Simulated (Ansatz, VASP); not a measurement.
**Si2W in VASP and in Ansatz**

File INCAR:

```
ALGO = Normal ; EDIFF = 1E-7
ENCUT = 520 ; GGA = PE
ISIF = 2 ; ISMEAR = 0
LASPH = T ; LCHARG = F
LREAL = F ; LWAVE = F
NBANDS = 18 ; NELM = 60
PREC = Accurate ; SIGMA = 0.15
```

KPOINTS

```
k-points
0
Gamma
  18 18 18
```

File POSCAR:

```
Si2W
1.0
   -1.6476315021      1.6476315021      3.7776895080
    1.6476315021     -1.6476315021      3.7776895080
    1.6476315021      1.6476315021     -3.7776895080
Si W
2 1
Direct
    0.3345726944      0.3345726944      0.0000000000
    0.6654273056      0.6654273056      0.0000000000
    0.0000000000      0.0000000000      0.0000000000
```

Input for Ansatz:

```yaml
crystal:
  lattice:
    - [-1.6476315021, 1.6476315021, 3.777689508]
    - [1.6476315021, -1.6476315021, 3.777689508]
    - [1.6476315021, 1.6476315021, -3.777689508]
  atoms:
    - { symbol: Si, position: [0.3345726944, 0.3345726944, 0.0] }
    - { symbol: Si, position: [0.6654273056, 0.6654273056, 0.0] }
    - { symbol: W, position: [0.0, 0.0, 0.0] }
basis:
  ecutwfc: 420
kpoints:
  mp_grid: { grid: [18, 18, 18] }
hamiltonian:
  xc: pbe
  pseudopotentials: { kind: paw, azcp: { folder: soft_1 } }
scf:
  occupations: { method: gaussian, width: 0.15 }
output:
  forces: true
  stress: true
  eigenvalues: true
```

Alike in both runs: task single point; functional PBE; k mesh 18 × 18 × 18; occupations gaussian, width 0.15 eV; no spin polarisation.

|  | VASP | Ansatz |
| --- | --- | --- |
| version | VASP 6.6.1 | Ansatz 0.2.0 |
| potentials or method | VASP PAW PBE potentials, release 64 (Si, W_sv), cutoff 520 eV | scalar-relativistic, plane waves, PAW |
| valence electrons in the cell | 22 | 22 |

VASP gave:

- gap on the k mesh at the Fermi level (eV): none
- pressure (GPa): 2.3
- traceless stress, the component that is largest in VASP (GPa): 18.10
- rms of the force components (eV/Å): 0.010

Q: Which values does Ansatz return?

A: gap on the k mesh at the Fermi level (eV): none; pressure (GPa): 2.2; traceless stress, the component that is largest in VASP (GPa): 18.15; rms of the force components (eV/Å): 0.009.

Atom by atom the forces differ by 0.001 eV/Å (rms over components). A gap of «none» marks a metal or a gap that the smearing closes.

Neither program's run includes spin-orbit coupling.
